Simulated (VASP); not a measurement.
# Ca3Y (Fm-3m) in VASP: a series of runs

Runs on Ca3Y. Level: LDA. Tasks: single point.

Program: VASP 6.6.1. These are calculated values, not measurements. Logs are shortened: lines on timing, memory, paths and dates and some standing lists are left out, and cuts for length are marked.

## 1. The cell of the first run

It takes space group Fm-3m (No. 225, cubic). The conventional cell has a = 8.491 Å, b = 8.491 Å, c = 8.491 Å, α = 90.00°, β = 90.00°, γ = 90.00°. Within 4.8 Å of Ca (site symmetry -43m) lie 10 Ca at 3.68 to 4.25 Å and 4 Y at 3.68 Å. Within 4.8 Å of Ca (site symmetry m-3m) lie 8 Ca at 3.68 Å and 6 Y at 4.25 Å. Y (site symmetry m-3m) has 14 Ca at 3.68 to 4.25 Å within 4.8 Å.

## 2. Single point, LDA

The input, INCAR:

```
  PREC = Accurate
  ENCUT = 520
  EDIFF = 1E-6
  ISMEAR = -1
  SIGMA = 0.05
  LREAL = F
  LASPH = T
  NELM = 100
  ALGO = Normal
  ISIF = 2
  LWAVE = F
  LCHARG = F
  NBANDS = 28
```

The input, KPOINTS:

```
regular mesh
0
Gamma
  5 5 5
```

The input, POSCAR:

```
Ca3Y
1.0
    0.0000000000      4.2455650000      4.2455650000
    4.2455650000      0.0000000000      4.2455650000
    4.2455650000      4.2455650000      0.0000000000
Ca Y
3 1
Direct
    0.2500000000      0.2500000000      0.2500000000
    0.7500000000      0.7500000000      0.7500000000
    0.5000000000      0.5000000000      0.5000000000
    0.0000000000      0.0000000000      0.0000000000
```

Potentials or basis: VASP PAW LDA potentials, release 64 (Ca_sv, Y_sv).

Started as:

```bash
$ cat potpaw_LDA.64/Ca_sv/POTCAR potpaw_LDA.64/Y_sv/POTCAR > POTCAR
$ mpirun -np 1 vasp_std > vasp.out
```

OUTCAR:

```text
PREC = Accurate
   ENCUT = 520
   EDIFF = 1E-6
   ISMEAR = -1
   LREAL = F
   LASPH = T
   NELM = 100
   ISIF = 2

 ion  position               nearest neighbor table
   1  0.250  0.250  0.250-   4 3.68   4 3.68   4 3.68   4 3.68
   2  0.750  0.750  0.750-   4 3.68   4 3.68   4 3.68   4 3.68
   3  0.500  0.500  0.500-
   4  0.000  0.000  0.000-   1 3.68   2 3.68   2 3.68   2 3.68   2 3.68   1 3.68   1 3.68   1 3.68

  LATTYP: Found a face centered cubic cell.
 ALAT       =     8.4911300000

  Lattice vectors:

 A1 = (   0.0000000000,   4.2455650000,   4.2455650000)
 A2 = (   4.2455650000,   0.0000000000,   4.2455650000)
 A3 = (   4.2455650000,   4.2455650000,   0.0000000000)

Analysis of symmetry for initial positions (statically):
=====================================================================
 Subroutine PRICEL returns:
 Original cell was already a primitive cell.

 Routine SETGRP: Setting up the symmetry group for a
 face centered cubic supercell.

 Subroutine GETGRP returns: Found 48 space group operations
 (whereof 48 operations were pure point group operations)
 out of a pool of 48 trial point group operations.

The static configuration has the point symmetry O_h .

Analysis of symmetry for dynamics (positions and initial velocities):
=====================================================================
 Subroutine PRICEL returns:
 Original cell was already a primitive cell.

 Routine SETGRP: Setting up the symmetry group for a
 face centered cubic supercell.

 Subroutine GETGRP returns: Found 48 space group operations
 (whereof 48 operations were pure point group operations)
 out of a pool of 48 trial point group operations.

The dynamic configuration has the point symmetry O_h .

 Subroutine INISYM returns: Found 48 space group operations
 (whereof 48 operations are pure point group operations),
 and found     1 'primitive' translations

----------------------------------------------------------------------------------------

                                     Primitive cell

  volume of cell :     153.0511

  direct lattice vectors                    reciprocal lattice vectors
     0.000000000  4.245565000  4.245565000    -0.117769955  0.117769955  0.117769955
     4.245565000  0.000000000  4.245565000     0.117769955 -0.117769955  0.117769955
     4.245565000  4.245565000  0.000000000     0.117769955  0.117769955 -0.117769955

  length of vectors
     6.004135603  6.004135603  6.004135603     0.203983546  0.203983546  0.203983546

  position of ions in fractional coordinates (direct lattice)
     0.250000000  0.250000000  0.250000000
     0.750000000  0.750000000  0.750000000
     0.500000000  0.500000000  0.500000000
     0.000000000  0.000000000  0.000000000

  ion indices of the primitive-cell ions
   primitive index   ion index
                 1           1
                 2           2
                 3           3
                 4           4

----------------------------------------------------------------------------------------

 KPOINTS: regular mesh

Automatic generation of k-mesh.
 Grid dimensions read from file:
 generate k-points for:    5    5    5

 Generating k-lattice:

  Cartesian coordinates                     Fractional coordinates (reciprocal lattice)
    -0.023553991  0.023553991  0.023553991     0.200000000  0.000000000  0.000000000
     0.023553991 -0.023553991  0.023553991     0.000000000  0.200000000  0.000000000
     0.023553991  0.023553991 -0.023553991     0.000000000  0.000000000  0.200000000

  Length of vectors
     0.040796709  0.040796709  0.040796709

  Shift w.r.t. Gamma in fractional coordinates (k-lattice)
     0.000000000  0.000000000  0.000000000

 Subroutine IBZKPT returns following result:
 ===========================================

 Found     10 irreducible k-points:

 Following reciprocal coordinates:
            Coordinates               Weight
  0.000000  0.000000  0.000000      1.000000
  0.200000  0.000000  0.000000      8.000000
  0.400000  0.000000  0.000000      8.000000
  0.200000  0.200000  0.000000      6.000000
  0.400000  0.200000  0.000000     24.000000
 -0.400000  0.200000  0.000000     24.000000
 -0.200000  0.200000  0.000000     12.000000
  0.400000  0.400000  0.000000      6.000000
 -0.400000  0.400000  0.000000     12.000000
 -0.400000  0.400000  0.200000     24.000000
   k-points           NKPTS =     10   k-points in BZ     NKDIM =     10   number of bands    NBANDS=     28
   number of dos      NEDOS =    301   number of ions     NIONS =      4
   total plane-waves  NPLWV = 110592
   dimension x,y,z NGX =    48 NGY =   48 NGZ =   48
   dimension x,y,z NGXF=    96 NGYF=   96 NGZF=   96
   ions per type =               3   1
   NGX,Y,Z   is equivalent  to a cutoff of  13.29, 13.29, 13.29 a.u.
   NGXF,Y,Z  is equivalent  to a cutoff of  26.58, 26.58, 26.58 a.u.
 SYSTEM =  unknown system
   PREC   = accura    normal or accurate (medium, high low for compatibility)
   ISTART =      0    job   : 0-new  1-cont  2-samecut
   ICHARG =      2    charge: 1-file 2-atom 10-const
   ISPIN  =      1    spin polarized calculation?
   LNONCOLLINEAR =      F non collinear calculations
   LSORBIT =      F    spin-orbit coupling
   LASPH  =      T    aspherical Exc in radial PAW
   ENCUT  =  520.0 eV  38.22 Ry    6.18 a.u.  11.16 11.16 11.16*2*pi/ulx,y,z
   NELM   =    100;   NELMIN=  2; NELMDL= -5     # of ELM steps
   EDIFF  = 0.1E-05   stopping-criterion for ELM
   LREAL  =      F    real-space projection
   EDIFFG = 0.1E-04   stopping-criterion for IOM
   NSW    =      0    number of steps for IOM
   IBRION =     -1    ionic relax: 0-MD 1-quasi-New 2-CG
   NFREE  =      0    steps in history (QN), initial steepest desc. (CG)
   ISIF   =      2    stress and relaxation
   ISYM   =      2    0-nonsym 1-usesym 2-fastsym
   POTIM  = 0.5000    time-step for ionic-motion
   TEBEG  =    0.0;   TEEND  =   0.0 temperature during run
   PSTRESS=    0.0 pullay stress
   NELECT =      41.0000    total number of electrons
   NUPDOWN=      -1.0000    fix difference up-down
   EMIN   =  10.00;   EMAX   =-10.00  energy-range for DOS
   EFERMI =   0.00;   METHOD = LEGACY
   ISMEAR =    -1;   SIGMA  =   0.05  broadening in eV -4-tet -1-fermi 0-gaus
   EFERMI_NEDOS =   21; number of points for ismear=-14 and -15
   IALGO  =     38    algorithm
   IMIX   =      4    mixing-type and parameters
     AMIX     =   0.40;   BMIX     =  1.00
     AMIX_MAG =   1.60;   BMIX_MAG =  1.00
  volume/ion in A,a.u.               =      38.26       258.21
  Fermi-wavevector in a.u.,A,eV,Ry     =   1.055336  1.994295 15.153263  1.113733
  Thomas-Fermi vector in A             =   2.190530
   LORBIT       =      0    0 simple, 1 ext, 2 COOP (PROOUT), +10 PAW based schemes
   GGA     = CA    functional components
   LHFCALC =     F    Hartree Fock is set to
   AEXX    =    0.0000 exact exchange contribution
   IVDW    =     0    specifies the selected vdW correction
   LEPSILON=     F    determine dielectric tensor
   LRPA    =     F    only Hartree local field effects (RPA)
 non-spin polarized calculation
  energy-cutoff  :      520.00
  volume of cell :      153.05
 maximum number of plane-waves:      4149
 NGX is ok and might be reduce to    48
   NGX = 23   NGY = 23   NGZ = 23

 number of electron      40.9999996 magnetization

 Free energy of the ion-electron system (eV)
  ---------------------------------------------------
  ext. energy  EPLUGINS =         0.00000000
  ---------------------------------------------------
  free energy    TOTEN  =       -13.02778504 eV

  energy without entropy =      -12.97855899  energy(sigma->0) =      -13.00317202

 E-fermi :   2.1600     XC(G=0):  -8.4827

 val. band max:        2.1523182007   @ k =   0.4000   0.2000   0.0000
 cond. band min:       2.1873830652   @ k =   0.2000   0.0000   0.0000
 fundamental gap:      0.0350648644
 Fermi energy:         2.1600372445

 k-point     1 :       0.0000    0.0000    0.0000
  band No.  band energies     occupation
      1     -41.0715      2.00000
      2     -39.0801      2.00000
      3     -38.9338      2.00000
      4     -38.9308      2.00000
      5     -21.1514      2.00000
      6     -21.1514      2.00000
[... 20 lines left out ...]
     27       4.3778      0.00000
     28       4.3778      0.00000

 k-point     2 :       0.2000    0.0000    0.0000
  band No.  band energies     occupation
      1     -41.0715      2.00000
      2     -39.0797      2.00000
      3     -38.9338      2.00000
      4     -38.9312      2.00000
      5     -21.1521      2.00000
      6     -21.1521      2.00000
[... 20 lines left out ...]
     27       4.1936      0.00000
     28       4.5451      0.00000

 k-point     3 :       0.4000    0.0000    0.0000
  band No.  band energies     occupation
      1     -41.0714      2.00000
      2     -39.0790      2.00000
      3     -38.9335      2.00000
      4     -38.9324      2.00000
      5     -21.1532      2.00000
      6     -21.1532      2.00000
[... 20 lines left out ...]
     27       3.7271      0.00000
     28       3.7271      0.00000

 k-point     4 :       0.2000    0.2000    0.0000
  band No.  band energies     occupation
      1     -41.0715      2.00000
      2     -39.0795      2.00000
      3     -38.9339      2.00000
      4     -38.9313      2.00000
      5     -21.1533      2.00000
      6     -21.1533      2.00000
[... 20 lines left out ...]
     27       4.2736      0.00000
     28       4.5164      0.00000

 k-point     5 :       0.4000    0.2000    0.0000
  band No.  band energies     occupation
      1     -41.0714      2.00000
      2     -39.0789      2.00000
      3     -38.9338      2.00000
      4     -38.9321      2.00000
      5     -21.1546      2.00000
      6     -21.1542      2.00000
[... 20 lines left out ...]
     27       3.9350      0.00000
     28       4.1161      0.00000

 k-point     6 :      -0.4000    0.2000    0.0000
  band No.  band energies     occupation
      1     -41.0714      2.00000
      2     -39.0787      2.00000
      3     -38.9332      2.00000
      4     -38.9329      2.00000
      5     -21.1542      2.00000
      6     -21.1533      2.00000
[... 20 lines left out ...]
     27       3.6194      0.00000
     28       3.6832      0.00000

 k-point     7 :      -0.2000    0.2000    0.0000
  band No.  band energies     occupation
      1     -41.0715      2.00000
      2     -39.0792      2.00000
      3     -38.9337      2.00000
      4     -38.9319      2.00000
      5     -21.1535      2.00000
      6     -21.1527      2.00000
[... 20 lines left out ...]
     27       3.9492      0.00000
     28       4.5486      0.00000

 k-point     8 :       0.4000    0.4000    0.0000
  band No.  band energies     occupation
      1     -41.0714      2.00000
      2     -39.0786      2.00000
      3     -38.9340      2.00000
      4     -38.9322      2.00000
      5     -21.1565      2.00000
      6     -21.1565      2.00000
[... 20 lines left out ...]
     27       4.1820      0.00000
     28       4.1820      0.00000

 k-point     9 :      -0.4000    0.4000    0.0000
  band No.  band energies     occupation
      1     -41.0714      2.00000
      2     -39.0785      2.00000
      3     -38.9337      2.00000
      4     -38.9327      2.00000
      5     -21.1563      2.00000
      6     -21.1556      2.00000
[... 20 lines left out ...]
     27       4.0009      0.00000
     28       4.0123      0.00000

 k-point    10 :      -0.4000    0.4000    0.2000
  band No.  band energies     occupation
      1     -41.0714      2.00000
      2     -39.0786      2.00000
      3     -38.9335      2.00000
      4     -38.9328      2.00000
      5     -21.1557      2.00000
      6     -21.1539      2.00000
[... 20 lines left out ...]
     27       3.8166      0.00000
     28       4.0329      0.00000

------------------------ aborting loop because EDIFF is reached ----------------------------------------

  FORCE on cell =-STRESS in cart. coord.  units (eV):
  Direction    XX          YY          ZZ          XY          YZ          ZX
  --------------------------------------------------------------------------------------
  -------------------------------------------------------------------------------------
  Total       -2.1276125     -2.1276125     -2.1276125     -0.0000000     -0.0000000      0.0000000
  in kB      -22.2723808    -22.2723808    -22.2723808     -0.0000000     -0.0000000      0.0000000
  external PRESSURE =     -22.2723808 kB  Pullay stress =       0.0000000 kB

 VOLUME and BASIS-vectors are now :
 -----------------------------------------------------------------------------
  energy-cutoff  :      520.00
  volume of cell :      153.05
      direct lattice vectors                 reciprocal lattice vectors
     0.000000000  4.245565000  4.245565000    -0.117769955  0.117769955  0.117769955
     4.245565000  0.000000000  4.245565000     0.117769955 -0.117769955  0.117769955
     4.245565000  4.245565000  0.000000000     0.117769955  0.117769955 -0.117769955

 POSITION                                       TOTAL-FORCE (eV/Angst)
 -----------------------------------------------------------------------------------
      2.12278      2.12278      2.12278         0.000000      0.000000      0.000000
      6.36835      6.36835      6.36835        -0.000000     -0.000000     -0.000000
      4.24557      4.24557      4.24557         0.000000     -0.000000     -0.000000
      0.00000      0.00000      0.00000         0.000000     -0.000000     -0.000000
 -----------------------------------------------------------------------------------
    total drift:                               -0.000000     -0.000000     -0.000000

  FREE ENERGIE OF THE ION-ELECTRON SYSTEM (eV)
  ---------------------------------------------------
  free  energy   TOTEN  =       -13.0277850415 eV

  energy  without entropy=      -12.9785589928  energy(sigma->0) =      -13.00317202
```

Wall time 50 s (1 thread of Intel Xeon Platinum 8259CL at 2.50GHz (Skylake/Cascade Lake), shared host); peak memory 0.27 GiB.

What came out:

- Free energy: -13.0278 eV
- Pressure: -2.2 GPa
- Band gap on the k mesh: zero (an odd number of electrons rules out a gap without spin polarisation)

## 3. Single point, LDA

The input, INCAR:

```
  ALGO = Normal
  EDIFF = 1E-6
  ENCUT = 520
  ISIF = 2
  ISMEAR = -1
  LASPH = True
  LCHARG = False
  LREAL = False
  LWAVE = False
  NBANDS = 28
  NELM = 80
  PREC = Accurate
  SIGMA = 0.05
```

The input, KPOINTS:

```
k-points
0
Gamma
  6 6 6
```

POSCAR is that of step 2.

Potentials or basis: VASP PAW LDA potentials, release 64 (Ca_sv, Y_sv).

Started as:

```bash
$ cat potpaw_LDA.64/Ca_sv/POTCAR potpaw_LDA.64/Y_sv/POTCAR > POTCAR
$ mpirun -np 1 vasp_std > vasp.out
```

Run time: 68 s. Hardware: 1 thread of Intel Xeon Platinum 8259CL at 2.50GHz (Skylake/Cascade Lake), shared host; peak memory 0.29 GiB.

It converged, with:

| Item | Value |
| --- | --- |
| Free energy | -13.0292 eV |
| Pressure | -2.2 GPa |
| Band gap on the k mesh | zero (an odd number of electrons rules out a gap without spin polarisation) |

Levels at points of the mesh, in eV from the Fermi level:
| k point | band 18 | band 19 | band 20 | band 21 | band 22 | band 23 |
| --- | --- | --- | --- | --- | --- | --- |
| (0.00, 0.00, 0.00) | -0.38 | -0.38 | -0.06 | -0.06 | -0.06 | 0.51 |
| (0.50, 0.00, 0.00) | -2.38 | -0.19 | -0.19 | 0.28 | 0.29 | 0.29 |
| (0.50, 0.50, 0.00) | -1.89 | -1.22 | -1.15 | 0.28 | 0.28 | 0.80 |

The gap in the log of VASP goes by the Fermi energy; the results here count the filled bands.